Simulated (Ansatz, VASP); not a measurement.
## WS2: VASP beside Ansatz

File INCAR:

```
SYSTEM = WS2
PREC = Accurate
ENCUT = 520
EDIFF = 1E-6
ISMEAR = -1
SIGMA = 0.05
LREAL = .FALSE.
LASPH = .TRUE.
NELM = 150
ALGO = Normal
ISIF = 2
LWAVE = .FALSE.
LCHARG = .FALSE.
LMAXMIX = 4
LDAU = .TRUE.
LDAUTYPE = 2
LDAUL = 2 -1
LDAUU = 6 0
LDAUJ = 0 0
LDAUPRINT = 1
GGA = PE
NBANDS = 35
```

Contents of KPOINTS:

```
regular mesh
0
G
  10 10 3
  0 0 0
```

File POSCAR:

```
WS2
1.0
    3.1800000000      0.0000000000      0.0000000000
   -1.5900000000      2.7539607840      0.0000000000
    0.0000000000      0.0000000000     12.5000000000
W S
2 4
Direct
    0.6666666667      0.3333333333      0.7500000000
    0.3333333333      0.6666666667      0.2500000000
    0.6666666667      0.3333333333      0.3750000000
    0.3333333333      0.6666666667      0.8750000000
    0.6666666667      0.3333333333      0.1250000000
    0.3333333333      0.6666666667      0.6250000000
```

Contents of input.yaml:

```yaml
crystal:
  lattice:
    - [3.18, 0.0, 0.0]
    - [-1.59, 2.753960784, 0.0]
    - [0.0, 0.0, 12.5]
  atoms:
    - { symbol: W, position: [0.6666666667, 0.3333333333, 0.75] }
    - { symbol: W, position: [0.3333333333, 0.6666666667, 0.25] }
    - { symbol: S, position: [0.6666666667, 0.3333333333, 0.375] }
    - { symbol: S, position: [0.3333333333, 0.6666666667, 0.875] }
    - { symbol: S, position: [0.6666666667, 0.3333333333, 0.125] }
    - { symbol: S, position: [0.3333333333, 0.6666666667, 0.625] }
hamiltonian:
  xc: pbe
  pseudopotentials: { kind: paw }
  hubbard: { sites: [{ species: W, l: d, u_eff: 6.0 }] }
kpoints:
  mp_grid: { grid: [10, 10, 3] }
  band_path:
    path:
      - [[0.0, 0.0, 0.0], [0.5, 0.0, 0.0], [0.3333333333, 0.3333333333, 0.0], [0.0, 0.0, 0.0], [0.0, 0.0, 0.5], [0.5, 0.0, 0.5], [0.3333333333, 0.3333333333, 0.5], [0.0, 0.0, 0.5]]
      - [[0.5, 0.0, 0.5], [0.5, 0.0, 0.0]]
      - [[0.3333333333, 0.3333333333, 0.0], [0.3333333333, 0.3333333333, 0.5]]
    npoints: 14
scf:
  occupations: { method: fermi_dirac, width: 0.05 }
  n_extra_bands: 15
output:
  forces: true
  stress: true
  eigenvalues: true
  fatbands: false
```

Alike in both runs: functional PBE; k mesh 10 × 10 × 3; occupations fermi-dirac, width 0.05 eV; no spin polarisation; Hubbard terms W d U = 6.0 eV.

```csv
,VASP,Ansatz
version,VASP 6.6.1,Ansatz 0.2.0
potentials or method,"VASP PAW PBE potentials, release 64 (W_sv, S)",Ansatz PAW
plane-wave cutoff (eV),520,420
valence electrons in the cell,52,52
task,single point,band structure
```

Ansatz gave:

| Property | Result |
| --- | --- |
| gap on the k mesh at the Fermi level (eV) | 1.23 |
| least direct gap on the mesh (eV) | 1.69 |
| pressure (GPa) | 3.0 |
| traceless stress, the component that is largest in VASP (GPa) | 0.78 |
| rms of the force components (eV/Å) | 0.077 |

Task: What did VASP give for the same quantities?

Result: gap on the k mesh at the Fermi level (eV): 1.17; least direct gap on the mesh (eV): 1.99; pressure (GPa): 7.4; traceless stress, the component that is largest in VASP (GPa): 1.53; rms of the force components (eV/Å): 0.338.

The programs project onto different local orbitals, so the same U acts differently, and such runs can settle in different states. Atom by atom the forces differ by 0.261 eV/Å (rms over components).

Spin-orbit coupling is off throughout. Noted on Ansatz's run: the k mesh misses the band edges, so the gap on the mesh is wider than the one along the path.
